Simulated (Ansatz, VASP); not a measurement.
BaTiO3 in VASP and in Ansatz

INCAR

```
SYSTEM = BaTiO3
AGGAC = 1.0
AGGAX = 1.0
ALDAC = 0.0
ALDAX = 1.0
ALGO = Normal
EDIFF = 1E-6
ENCUT = 520
GGA = B5
ISIF = 2
ISMEAR = -1
LASPH = .True.
LCHARG = .False.
LREAL = .False.
LWAVE = .False.
NBANDS = 28
NELM = 60
PREC = Accurate
SIGMA = 0.05
```

Contents of KPOINTS:

```
k-points
0
Gamma
  7 7 7
  0 0 0
```

File POSCAR:

```
BaTiO3
1.0
    4.0073000000      0.0000000000      0.0000000000
    0.0000000000      4.0073000000      0.0000000000
    0.0000000000      0.0000000000      4.0073000000
Ba Ti O
1 1 3
Direct
    0.5090294500      0.4552911200      0.5066787400
    0.9437351000      0.0699797700      0.9543125000
    0.5205349200      0.0068319800      0.0554319400
    0.0126470200      0.4919678200      0.0527235900
    0.0140535100      0.9759293100      0.4308532400
```

The input input.yaml:

```yaml
crystal:
  lattice:
    - [4.0073, 0.0, 0.0]
    - [0.0, 4.0073, 0.0]
    - [0.0, 0.0, 4.0073]
  atoms:
    - { symbol: Ba, position: [0.50902945, 0.45529112, 0.50667874] }
    - { symbol: Ti, position: [0.9437351, 0.06997977, 0.9543125] }
    - { symbol: O, position: [0.52053492, 0.00683198, 0.05543194] }
    - { symbol: O, position: [0.01264702, 0.49196782, 0.05272359] }
    - { symbol: O, position: [0.01405351, 0.97592931, 0.43085324] }
hamiltonian:
  xc: blyp
  pseudopotentials: { kind: paw }
kpoints:
  mp_grid: { grid: [7, 7, 7] }
  band_path:
    path:
      - [[0.0, 0.0, 0.0], [0.0, 0.5, 0.0], [0.5, 0.5, 0.0], [0.0, 0.0, 0.0], [0.5, 0.5, 0.5], [0.0, 0.5, 0.0]]
      - [[0.5, 0.5, 0.0], [0.5, 0.5, 0.5]]
    npoints: 14
scf:
  occupations: { method: fermi_dirac, width: 0.05 }
  n_extra_bands: 12
output:
  forces: true
  stress: true
  eigenvalues: true
  fatbands: false
```

Alike in both runs: functional BLYP; k mesh 7 × 7 × 7; occupations fermi-dirac, width 0.05 eV; no spin polarisation.

|  | VASP | Ansatz |
| --- | --- | --- |
| version | VASP 6.6.1 | Ansatz 0.2.0 |
| potentials or method | VASP PAW PBE potentials, release 64 (Ba_sv, Ti_sv, O) | Ansatz PAW |
| plane-wave cutoff (eV) | 520 | 420 |
| valence electrons in the cell | 40 | 40 |
| task | single point | band structure |

|  | VASP | Ansatz | Ansatz less VASP |
| --- | --- | --- | --- |
| gap on the k mesh at the Fermi level (eV) | 2.74 | 2.79 | +0.047 |
| least direct gap on the mesh (eV) | 2.90 | 2.96 | +0.054 |
| pressure (GPa) | 19.9 | 17.5 | -2.40 |
| traceless stress, the component that is largest in VASP (GPa) | -8.65 | -8.41 | +0.247 |
| rms of the force components (eV/Å) | 1.958 | 1.887 | -0.0710 |

VASP's potentials were made for PBE, not for BLYP. Atom by atom the forces differ by 0.128 eV/Å (rms over components).

Neither program's run includes spin-orbit coupling.
